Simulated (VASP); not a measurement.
Wanted: the native input for a VASP 6.6.1 run.

| Property | Result |
| --- | --- |
| Task | single point |
| Functional | LDA |
| Potentials or basis | VASP PAW LDA potentials, release 64 (Sn_d, O) |
| Cutoff | 520 eV |
| k mesh | 10 × 10 × 10 |
| Occupations | gaussian, width 0.05 eV |
| Spin | no spin polarisation |
| Dipole correction | no |
| Further INCAR settings | ALGO = Normal; EDIFF = 1e-06; NBANDS = 35 |

The structure of SnO2 lies in POSCAR:

```
SnO2
1.0
   -1.9861130355      1.9861130355      5.0901677926
    1.9861130355     -1.9861130355      5.0901677926
    1.9861130355      1.9861130355     -5.0901677926
Sn O
2 4
Direct
    0.7500000000      0.2500000000      0.5000000000
    0.0000000000      0.0000000000      0.0000000000
    0.7969975836      0.7969975836      0.0000000000
    0.9530024164      0.4530024164      0.5000000000
    0.2030024164      0.2030024164      0.0000000000
    0.5469975836      0.0469975836      0.5000000000
```

The input as run:

INCAR

```
SYSTEM = SnO2
PREC = Accurate ; ENCUT = 520
EDIFF = 1E-6 ; ISMEAR = 0
SIGMA = 0.05 ; LREAL = .False.
LASPH = .True. ; NELM = 100
ALGO = Normal ; ISIF = 2
LWAVE = .False. ; LCHARG = .False.
NBANDS = 35
```

KPOINTS

```
regular mesh
0
Gamma
  10 10 10
  0 0 0
```

Potentials or basis: VASP PAW LDA potentials, release 64 (Sn_d, O).

Launch:

```console
$ cat potpaw_LDA.64/Sn_d/POTCAR potpaw_LDA.64/O/POTCAR > POTCAR
$ mpirun -np 1 vasp_std > vasp.out
```

It gave:

```json
{
  "Pressure": "0.9 GPa",
  "Largest force": "0.039 eV/Å",
  "Band gap on the k mesh": "1.77 eV, indirect (least direct gap 2.16 eV)"
}
```

Caveat: spin-orbit coupling is left out, which moves the levels of the heavy elements.

Wall time 7.3 min on 1 thread of AMD EPYC 9R45 96-Core Processor (Zen 5) (shared host), peak memory 0.37 GiB.
